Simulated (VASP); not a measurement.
# PbSe (Immm) in VASP: a series of runs

PbSe is run at these levels: PBE+D3(BJ); tasks: single point.

Everything below comes from runs of VASP 6.6.1. Logs are shortened: lines on timing, memory, paths and dates and some standing lists are left out, and cuts for length are marked.

## 1. The cell of the first run

The structure is orthorhombic, space group Immm (No. 71). The conventional cell has a = 4.099 Å, b = 4.815 Å, c = 6.134 Å, α = 90.00°, β = 90.00°, γ = 90.00°. Pb (site symmetry mmm) has 6 Se at 3.07 to 3.16 Å and 2 Pb at 4.10 Å within 4.1 Å. Se (site symmetry mmm) has 6 Pb at 3.07 to 3.16 Å and 2 Se at 4.10 Å within 4.1 Å.

## 2. Single point, PBE+D3(BJ)

Input file INCAR:

```
PREC = Accurate
ENCUT = 520
EDIFF = 1E-6
ISMEAR = 0
SIGMA = 0.03
LREAL = F
LASPH = T
NELM = 80
ALGO = Normal
ISIF = 2
LWAVE = F
LCHARG = F
GGA = PE
IVDW = 12
NBANDS = 17
```

Input file KPOINTS:

```
regular mesh
0
Gamma
  10 10 10
```

Input file POSCAR:

```
PbSe
1.0
   -0.2530347053      3.1514322392      3.0670873374
    3.1514322392     -0.2530347053      3.0670873374
    2.8983975338      2.8983975338      0.0000000000
Pb Se
1 1
Direct
    0.0000000000      0.0000000000      0.0000000000
    0.5000000000      0.5000000000      0.5000000000
```

Potentials or basis: VASP PAW PBE potentials, release 64 (Pb_d, Se).

Command:

```sh
$ cat potpaw_PBE.64/Pb_d/POTCAR potpaw_PBE.64/Se/POTCAR > POTCAR
$ mpirun -np 1 vasp_std > vasp.out
```

OUTCAR:

```text
PREC = Accurate
   ENCUT = 520
   EDIFF = 1E-6
   ISMEAR = 0
   LREAL = F
   LASPH = T
   NELM = 80
   ISIF = 2
   GGA = PE
   IVDW = 12
 IVDW          = 12

 ion  position               nearest neighbor table
   1  0.000  0.000  0.000-   2 3.07   2 3.07   2 3.16   2 3.16   2 3.16   2 3.16
   2  0.500  0.500  0.500-   1 3.07   1 3.07   1 3.16   1 3.16   1 3.16   1 3.16

  LATTYP: Found a body centered orthorhombic cell.
 ALAT       =     4.0989531014
 B/A-ratio  =     1.1746031746
 C/A-ratio  =     1.4965222882

  Lattice vectors:

 A1 = (   0.2530347053,  -3.1514322392,  -3.0670873374)
 A2 = (  -0.2530347054,   3.1514322391,  -3.0670873374)
 A3 = (   3.1514322392,  -0.2530347053,   3.0670873374)

Analysis of symmetry for initial positions (statically):
=====================================================================
 Subroutine PRICEL returns:
 Original cell was already a primitive cell.

 Routine SETGRP: Setting up the symmetry group for a
 body centered orthorhombic supercell.

 Subroutine GETGRP returns: Found  8 space group operations
 (whereof  8 operations were pure point group operations)
 out of a pool of  8 trial point group operations.

The static configuration has the point symmetry D_2h.

Analysis of symmetry for dynamics (positions and initial velocities):
=====================================================================
 Subroutine PRICEL returns:
 Original cell was already a primitive cell.

 Routine SETGRP: Setting up the symmetry group for a
 body centered orthorhombic supercell.

 Subroutine GETGRP returns: Found  8 space group operations
 (whereof  8 operations were pure point group operations)
 out of a pool of  8 trial point group operations.

The dynamic configuration has the point symmetry D_2h.

 Subroutine INISYM returns: Found  8 space group operations
 (whereof  8 operations are pure point group operations),
 and found     1 'primitive' translations

----------------------------------------------------------------------------------------

                                     Primitive cell

  volume of cell :      60.5290

  direct lattice vectors                    reciprocal lattice vectors
    -0.253034705  3.151432239  3.067087337    -0.146865870  0.146865870  0.163021116
[... 82 lines left out ...]
   LSORBIT =      F    spin-orbit coupling
   LASPH  =      T    aspherical Exc in radial PAW
   ENCUT  =  520.0 eV  38.22 Ry    6.18 a.u.   8.19  8.19  7.62*2*pi/ulx,y,z
   NELM   =     80;   NELMIN=  2; NELMDL= -5     # of ELM steps
   EDIFF  = 0.1E-05   stopping-criterion for ELM
   LREAL  =      F    real-space projection
   EDIFFG = 0.1E-04   stopping-criterion for IOM
   NSW    =      0    number of steps for IOM
   IBRION =     -1    ionic relax: 0-MD 1-quasi-New 2-CG
   NFREE  =      0    steps in history (QN), initial steepest desc. (CG)
   ISIF   =      2    stress and relaxation
   ISYM   =      2    0-nonsym 1-usesym 2-fastsym
   POTIM  = 0.5000    time-step for ionic-motion
   TEBEG  =    0.0;   TEEND  =   0.0 temperature during run
   PSTRESS=    0.0 pullay stress
   NELECT =      20.0000    total number of electrons
   NUPDOWN=      -1.0000    fix difference up-down
   EMIN   =  10.00;   EMAX   =-10.00  energy-range for DOS
   EFERMI =   0.00;   METHOD = LEGACY
   ISMEAR =     0;   SIGMA  =   0.03  broadening in eV -4-tet -1-fermi 0-gaus
   EFERMI_NEDOS =   21; number of points for ismear=-14 and -15
   IALGO  =     38    algorithm
   IMIX   =      4    mixing-type and parameters
     AMIX     =   0.40;   BMIX     =  1.00
     AMIX_MAG =   1.60;   BMIX_MAG =  1.00
  volume/ion in A,a.u.               =      30.26       204.23
  Fermi-wavevector in a.u.,A,eV,Ry     =   1.131785  2.138763 17.428196  1.280936
  Thomas-Fermi vector in A             =   2.268484
   LORBIT       =      0    0 simple, 1 ext, 2 COOP (PROOUT), +10 PAW based schemes
   GGA     = PE    functional components
   LHFCALC =     F    Hartree Fock is set to
   AEXX    =    0.0000 exact exchange contribution
   IVDW    =    12    specifies the selected vdW correction
   LEPSILON=     F    determine dielectric tensor
   LRPA    =     F    only Hartree local field effects (RPA)
 non-spin polarized calculation
 Gauss-broadening in eV      SIGMA  =   0.03
  energy-cutoff  :      520.00
  volume of cell :       60.53
 maximum number of plane-waves:      1649
 NGX is ok and might be reduce to    36
   NGX = 17   NGY = 17   NGZ = 15

 number of electron      20.0000003 magnetization

 Free energy of the ion-electron system (eV)
  ---------------------------------------------------
  ext. energy  EPLUGINS =         0.00000000
  ---------------------------------------------------
  free energy    TOTEN  =        -8.10769415 eV

  energy without entropy =       -8.10769415  energy(sigma->0) =       -8.10769415

 E-fermi :   4.4282     XC(G=0):  -9.2959

 val. band max:        4.2901547053   @ k =   0.0000   0.0000   0.5000
 cond. band min:       4.5810279708   @ k =   0.5000  -0.0000   0.0000
 fundamental gap:      0.2908732655
 Fermi energy:         4.4282118025

 k-point     1 :       0.0000    0.0000    0.0000
  band No.  band energies     occupation
      1     -12.4268      2.00000
      2     -12.3869      2.00000
      3     -12.3854      2.00000
      4     -12.3702      2.00000
      5     -12.3495      2.00000
      6      -8.6964      2.00000
[... 457 lines left out ...]
      4     -12.3638      2.00000
      5     -12.3364      2.00000
      6      -7.7181      2.00000
[... 9 lines left out ...]
     16      15.1529      0.00000
     17      15.5751      0.00000

 [... further k-points ...]

------------------------ aborting loop because EDIFF is reached ----------------------------------------

 Edisp (eV)   -0.69794

 E8    (eV) :    -0.3260

  FORCE on cell =-STRESS in cart. coord.  units (eV):
  Direction    XX          YY          ZZ          XY          YZ          ZX
  --------------------------------------------------------------------------------------
  -------------------------------------------------------------------------------------
  Total      -1.16360    -1.16360    -0.34452     1.02265    -0.00000    -0.00000
  in kB     -30.79993   -30.79993    -9.11938    27.06913    -0.00000    -0.00000
  external pressure =      -23.57 kB  Pullay stress =        0.00 kB

 VOLUME and BASIS-vectors are now :
 -----------------------------------------------------------------------------
  energy-cutoff  :      520.00
  volume of cell :       60.53
      direct lattice vectors                 reciprocal lattice vectors
    -0.253034705  3.151432239  3.067087337    -0.146865870  0.146865870  0.163021116
     3.151432239 -0.253034705  3.067087337     0.146865870 -0.146865870  0.163021116
     2.898397534  2.898397534  0.000000000     0.172509117  0.172509117 -0.163021116

 POSITION                                       TOTAL-FORCE (eV/Angst)
 -----------------------------------------------------------------------------------
      0.00000      0.00000      0.00000        -0.000000     -0.000000      0.000000
      2.89840      2.89840      3.06709         0.000000      0.000000      0.000000
 -----------------------------------------------------------------------------------
    total drift:                                0.000000      0.000000      0.000000

  FREE ENERGIE OF THE ION-ELECTRON SYSTEM (eV)
  ---------------------------------------------------
  free  energy   TOTEN  =        -8.8056310236 eV

  energy  without entropy=       -8.8056310236  energy(sigma->0) =       -8.80563102
```

It took 76 s on 1 thread of AMD EPYC 9R45 (Zen 5), shared host; peak memory 0.3 GiB.

Results:

- Free energy: -8.8056 eV
- Pressure: -2.4 GPa
- Band gap on the k mesh: zero (bands 10 and 11 overlap by 0.29 eV)
- Dispersion energy per atom: -0.349 eV

Stress tensor (GPa, compression positive):
```
-3.08  2.71  0.00
 2.71 -3.08  0.00
 0.00  0.00 -0.91
```

Levels at points of the mesh, in eV from the Fermi level:
```tsv
k point	band 8	band 9	band 10	band 11	band 12	band 13
(0.00, 0.00, 0.00)	-2.06	-1.85	-0.92	4.43	4.64	4.84
(0.50, 0.00, 0.00)	-1.22	-0.83	0.15	0.61	2.06	2.46
(0.50, 0.50, 0.00)	-4.57	-3.55	-2.11	4.11	5.25	5.55
(0.00, 0.00, 0.50)	-1.56	-1.40	-0.26	-0.14	1.27	1.86
(0.50, 0.00, 0.50)	-4.49	-2.97	-2.72	3.97	4.26	5.74
```

Caveat: semilocal functionals underestimate gaps, and a narrow one can read as zero; spin-orbit coupling is left out, which moves the levels of the heavy elements.

(Part 1 of 2 ends here.)

The gap in the log of VASP goes by the Fermi energy; the results here count the filled bands.